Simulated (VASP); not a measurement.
A run of VASP 6.6.1:

POSCAR

```
Sb
1.0
    3.3884663829      0.0000000000      0.0000000000
    0.0000000000      4.7920151143      0.0000000000
    0.0000000000      0.0000000000     21.0827000000
Sb
4
Direct
    0.2500000000      0.2500000000      0.3794580492
    0.7500000000      0.7500000000      0.4598193494
    0.2500000000      0.2500000000      0.5401806501
    0.7500000000      0.7500000000      0.6205419508
```

Contents of INCAR.step1:

```
PREC = Accurate ; ENCUT = 520
EDIFF = 1E-6 ; ISMEAR = -1
SIGMA = 0.08 ; LREAL = False
LASPH = True ; NELM = 100
ALGO = Normal ; ISIF = 2
LWAVE = False ; LCHARG = True
LDIPOL = True ; IDIPOL = 3
DIPOL = 0.5 0.5 0.500 ; GGA = PE
NBANDS = 18
```

File KPOINTS.step1:

```
regular mesh
0
Gamma
  10 7 1
```

Contents of INCAR.step2:

```
PREC = Accurate ; ENCUT = 520
EDIFF = 1E-6 ; ISMEAR = -5
SIGMA = 0.08 ; LREAL = False
LASPH = True ; NELM = 100
ALGO = Normal ; ISIF = 2
LWAVE = False ; LCHARG = False
LDIPOL = True ; IDIPOL = 3
DIPOL = 0.5 0.5 0.500 ; GGA = PE
LORBIT = 11 ; NBANDS = 18
NEDOS = 1001 ; ICHARG = 11
```

Contents of KPOINTS.step2:

```
regular mesh
0
Gamma
  15 11 1
```

Potentials or basis: VASP PAW PBE potentials, release 64 (Sb).

Command:

```sh
$ cat potpaw_PBE.64/Sb/POTCAR > POTCAR
$ cp INCAR.step1 INCAR
$ cp KPOINTS.step1 KPOINTS
$ mpirun -np 1 vasp_std > vasp.out
$ cp INCAR.step2 INCAR
$ cp KPOINTS.step2 KPOINTS
$ mpirun -np 1 vasp_std > vasp.out
```

Hardware: 1 thread of Intel(R) Xeon(R) 6975P-C (Granite Rapids), with other jobs on the host.

Q: How long does it take, and how much memory?

A: It took 2.6 min on 1 thread of Intel(R) Xeon(R) 6975P-C (Granite Rapids), on a shared host, peak memory 0.5 GiB. Counts: k points 48.
